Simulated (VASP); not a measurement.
Wanted: the native input for a VASP 6.6.1 run.

```
Task                   : relaxation of cell and atoms
Functional             : PBEsol
Potentials or basis    : VASP PAW PBE potentials, release 64 (Sn_d, O_h)
Cutoff                 : 910 eV
k mesh                 : 8 × 8 × 8
Occupations            : fermi-dirac, width 0.03 eV
Spin                   : no spin polarisation
Dipole correction      : no
Second run             : hard_potentials
Further INCAR settings : ALGO = Normal; EDIFF = 1e-07; IBRION = 2; EDIFFG = -0.01; NSW = 100; ISIF = 3
```

The structure of SnO lies in POSCAR:

```
SnO
1.0
    0.0000000000      2.2133299920      2.2133299920
    2.2133299920      0.0000000000      2.2133299920
    2.2133299920      2.2133299920      0.0000000000
Sn O
1 1
Direct
    0.0000000000      0.0000000000      0.0000000000
    0.2500000000      0.2500000000      0.2500000000
```

One way to write it, as run:

INCAR

```
SYSTEM = SnO
  PREC = Accurate
  ENCUT = 910
  EDIFF = 1E-7
  ISMEAR = -1
  SIGMA = 0.03
  LREAL = .False.
  LASPH = .True.
  NELM = 120
  ALGO = Normal
  ISIF = 3
  LWAVE = .False.
  LCHARG = .False.
  GGA = PS
  IBRION = 2
  NSW = 100
  EDIFFG = -0.01
  GGA_COMPAT = .False.
  NELMIN = 4
```

KPOINTS

```
Automatic mesh
0
Gamma
  8 8 8
  0 0 0
```

Potentials or basis: VASP PAW PBE potentials, release 64 (Sn_d, O_h).

Run with:

```console
$ cat potpaw_PBE.64/Sn_d/POTCAR potpaw_PBE.64/O_h/POTCAR > POTCAR
$ mpirun -np 1 vasp_std > vasp.out
```

It gave:

* Relaxed volume: 17.47 Å³/atom
* Relaxed cell: a = 3.670 Å, b = 3.670 Å, c = 3.670 Å, α = 60.00°, β = 60.00°, γ = 60.00°
* Space group after relaxing (to 0.05 Å): F-43m (No. 216)
* Energy gained by relaxing: 1876.5 meV/atom
* Ionic steps: 5
* Pressure after relaxing: 0.0 GPa
* Band gap on the k mesh: zero (band 10 reaches 8.09 eV, above the bottom of band 11 at 7.89 eV)

Caveat: the cutoff is under 1.25 times the usual one of these potentials, so pressure, stress and relaxed cells hold a basis-set (Pulay) error; the volume moved by over 15 % at a fixed basis, so the end points are rough; the PAW data sets were made with another functional, which shifts forces and pressure a little; spin-orbit coupling is left out, which moves the levels of the heavy elements.

Wall time 100 s on 1 thread of Intel(R) Xeon(R) Platinum 8259CL CPU @ 2.50GHz (Skylake/Cascade Lake), with other jobs on the host, peak memory 0.2 GiB.
